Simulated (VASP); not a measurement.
A run of VASP 6.6.1:

Contents of INCAR:

```
SYSTEM = In2O3
ALGO     = Normal         ! electronic algorithm
EDIFF    = 1E-6           ! SCF threshold, eV
ENCUT    = 600            ! plane-wave cutoff, eV
GGA      = PE             ! functional
GGA_COMPAT= .False.      
ISIF     = 2              ! what is computed and relaxed
ISMEAR   = -1             ! smearing method
IVDW     = 12             ! dispersion correction
LASPH    = .True.         ! aspherical terms in the spheres
LCHARG   = .False.        ! write CHGCAR
LREAL    = .False.        ! projectors in reciprocal space
LWAVE    = .False.        ! write WAVECAR
NBANDS   = 55             ! bands
NELM     = 120            ! most SCF steps
PREC     = Accurate       ! precision mode
SIGMA    = 0.05           ! smearing width, eV
```

The input KPOINTS:

```
k-points
0
Gamma
  6 6 6
  0 0 0
```

POSCAR

```
In2O3
1.0
    2.7766898554      1.6031226355      4.8801657231
   -2.7766898554      1.6031226355      4.8801657231
    0.0000000000     -3.2062452709      4.8801657231
In O
4 6
Direct
    0.8575869755      0.8575869755      0.8575869755
    0.6424130245      0.6424130245      0.6424130245
    0.1424130245      0.1424130245      0.1424130245
    0.3575869755      0.3575869755      0.3575869755
    0.0464067563      0.7500000000      0.4535932437
    0.7500000000      0.4535932437      0.0464067563
    0.4535932437      0.0464067563      0.7500000000
    0.9535932437      0.2500000000      0.5464067563
    0.2500000000      0.5464067563      0.9535932437
    0.5464067563      0.9535932437      0.2500000000
```

Potentials or basis: VASP PAW PBE potentials, release 64 (In_d, O).

Command:

```bash
$ cat potpaw_PBE.64/In_d/POTCAR potpaw_PBE.64/O/POTCAR > POTCAR
$ mpirun -np 1 vasp_std > vasp.out
```

Hardware: 1 thread of Intel(R) Xeon(R) Platinum 8259CL CPU @ 2.50GHz (Skylake/Cascade Lake), with other jobs on the host.

Q: Estimate the wall time of this run.

A: It took 4.7 min on 1 thread of Intel(R) Xeon(R) Platinum 8259CL CPU @ 2.50GHz (Skylake/Cascade Lake), on a shared host, peak memory 0.44 GiB. Counts: scf iterations 15, k points 32.
